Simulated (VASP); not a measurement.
Wanted: the native input for a VASP 6.6.1 run.

```yaml
Task: single point
Functional: PBE
Potentials_or_basis: VASP PAW PBE potentials, release 64 (Cu_sv_GW, O)
Cutoff: 700 eV
k_mesh: 7 × 7 × 4
Occupations: gaussian, width 0.05 eV
Spin: collinear spin, ferromagnetic start
Starting_moments: "[0.69, 0.69, 0.36, 0.36] μB"
Hubbard_terms: Cu d U = 5.0 eV
Dipole_correction: no
Further_INCAR_settings: ALGO = Normal; EDIFF = 1e-06; NBANDS = 37
```

The structure of CuO lies in POSCAR:

```
CuO
1.0
    2.3418496200     -1.7112997200      0.0000000000
    2.3418496200      1.7112997200      0.0000000000
   -0.8500298600      0.0000000000      5.0578691900
Cu O
2 2
Direct
    0.0000000000      0.5000000000      0.0000000000
    0.5000000000      0.0000000000      0.5000000000
    0.5816000000      0.4184000000      0.2500000000
    0.4184000000      0.5816000000      0.7500000000
```

One way to write it, as run:

INCAR

```
SYSTEM = CuO
PREC = Accurate ; ENCUT = 700
EDIFF = 1E-6 ; ISMEAR = 0
SIGMA = 0.05 ; LREAL = .False.
LASPH = .True. ; NELM = 200
ALGO = Normal ; ISIF = 2
LWAVE = .False. ; LCHARG = .True.
ISPIN = 2 ; MAGMOM = 0.69 0.69 0.36 0.36
LORBIT = 11 ; LMAXMIX = 4
LDAU = .True. ; LDAUTYPE = 2
LDAUL = 2 -1 ; LDAUU = 5 0
LDAUJ = 0 0 ; LDAUPRINT = 1
GGA = PE ; LELF = .True.
LVHAR = .True. ; NBANDS = 37
GGA_COMPAT = .False.
```

KPOINTS

```
Automatic mesh
0
Gamma
  7 7 4
  0 0 0
```

Potentials or basis: VASP PAW PBE potentials, release 64 (Cu_sv_GW, O).

Launch:

```bash
$ cat potpaw_PBE.64/Cu_sv_GW/POTCAR potpaw_PBE.64/O/POTCAR > POTCAR
$ mpirun -np 1 vasp_std > vasp.out
```

Results of the run:

```
Pressure                                              : 4.2 GPa
Largest force                                         : 0.021 eV/Å
Band gap on the k mesh                                : 0.71 eV (least direct gap 0.73 eV)
Net moment                                            : 2.00 μB per cell
Site moments                                          : Cu +0.72; O +0.26 μB
Valence electrons inside the program's atomic spheres : Cu 17.49; O 5.01
```

Caveat: the cell stands under pressure; an odd mesh through Γ misses points on the zone boundary, where band edges can lie.

It took 6.5 min on 1 thread of Intel(R) Xeon(R) Platinum 8259CL CPU @ 2.50GHz (Skylake/Cascade Lake), on a shared host, peak memory 0.36 GiB.
